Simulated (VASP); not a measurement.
A run of VASP 6.6.1:

Contents of INCAR:

```
PREC     = Accurate       # precision mode
ENCUT    = 520            # plane-wave cutoff, eV
EDIFF    = 1E-6           # SCF threshold, eV
ISMEAR   = -1             # smearing method
SIGMA    = 0.02           # smearing width, eV
LREAL    = False          # projectors in reciprocal space
LASPH    = True           # aspherical terms in the spheres
NELM     = 100            # most SCF steps
ALGO     = Normal         # electronic algorithm
ISIF     = 2              # what is computed and relaxed
LWAVE    = False          # write WAVECAR
LCHARG   = False          # write CHGCAR
GGA      = PE             # functional
NBANDS   = 38             # bands
```

File KPOINTS:

```
regular mesh
0
Gamma
  6 6 6
```

POSCAR

```
Sr3MgO4
1.0
   -2.5259877341      2.5259877341      4.9434487807
    2.5259877341     -2.5259877341      4.9434487807
    2.5259877341      2.5259877341     -4.9434487807
Mg O Sr
1 4 3
Direct
    0.0000000000      0.0000000000      0.0000000000
    0.7829038213      0.7829038213      0.0000000000
    0.0000000000      0.5000000000      0.5000000000
    0.2170961787      0.2170961787      0.0000000000
    0.5000000000      0.0000000000      0.5000000000
    0.2500000000      0.7500000000      0.5000000000
    0.5000000000      0.5000000000      0.0000000000
    0.7500000000      0.2500000000      0.5000000000
```

Potentials or basis: VASP PAW PBE potentials, release 64 (Mg, O, Sr_sv).

Run with:

```console
$ cat potpaw_PBE.64/Mg/POTCAR potpaw_PBE.64/O/POTCAR potpaw_PBE.64/Sr_sv/POTCAR > POTCAR
$ mpirun -np 1 vasp_std > vasp.out
```

Hardware: 1 thread of Intel Xeon 8259CL (shared host).

Q: How long does it take, and how much memory?

A: It took 7.2 min on 1 thread of Intel Xeon 8259CL, with other jobs on the host, peak memory 0.4 GiB. Counts: scf iterations 15, k points 30.
